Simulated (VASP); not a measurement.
Write the native input for VASP 6.6.1 that does the following.

| Property | Result |
| --- | --- |
| Task | single point |
| Functional | PBEsol |
| Potentials or basis | VASP PAW PBE potentials, release 64 (Al, Ga_d, N) |
| Cutoff | 520 eV |
| k mesh | 6 × 6 × 6 |
| Occupations | gaussian, width 0.05 eV |
| Spin | no spin polarisation |
| Dipole correction | no |
| Further INCAR settings | ALGO = Normal; EDIFF = 1e-06; NBANDS = 31 |

The structure of Al3GaN4 lies in POSCAR:

```
Al3GaN4
1.0
    4.4952608103      0.1615208909      0.1615208909
    0.1615208909      4.4952608103      0.1615208909
    0.1615208909      0.1615208909      4.4952608103
Al Ga N
3 1 4
Direct
    0.5000000000      0.5000000000      0.0000000000
    0.5000000000      0.0000000000      0.5000000000
    0.0000000000      0.5000000000      0.5000000000
    0.0000000000      0.0000000000      0.0000000000
    0.7447140287      0.7447140287      0.2552859713
    0.7447140287      0.2552859713      0.7447140287
    0.2552859713      0.7447140287      0.7447140287
    0.2552859713      0.2552859713      0.2552859713
```

The input as run:

INCAR

```
PREC     = Accurate       # precision mode
ENCUT    = 520            # plane-wave cutoff, eV
EDIFF    = 1E-6           # SCF threshold, eV
ISMEAR   = 0              # smearing method
SIGMA    = 0.05           # smearing width, eV
LREAL    = F              # projectors in reciprocal space
LASPH    = T              # aspherical terms in the spheres
NELM     = 60             # most SCF steps
ALGO     = Normal         # electronic algorithm
ISIF     = 2              # what is computed and relaxed
LWAVE    = F              # write WAVECAR
LCHARG   = F              # write CHGCAR
GGA      = PS             # functional
NBANDS   = 31             # bands
```

KPOINTS

```
regular mesh
0
Gamma
  6 6 6
```

Potentials or basis: VASP PAW PBE potentials, release 64 (Al, Ga_d, N).

The run is started by

```bash
$ cat potpaw_PBE.64/Al/POTCAR potpaw_PBE.64/Ga_d/POTCAR potpaw_PBE.64/N/POTCAR > POTCAR
$ mpirun -np 1 vasp_std > vasp.out
```

It gave:

The pressure is -7.4 GPa and the largest force is 0.384 eV/Å. The band gap on the k mesh is 2.46 eV.

Caveat: the cell stands under tension; the PAW data sets were made with another functional, which shifts forces and pressure a little.

Run time: 3 min on 1 thread of AMD EPYC 7R13, on a shared host, peak memory 0.22 GiB.
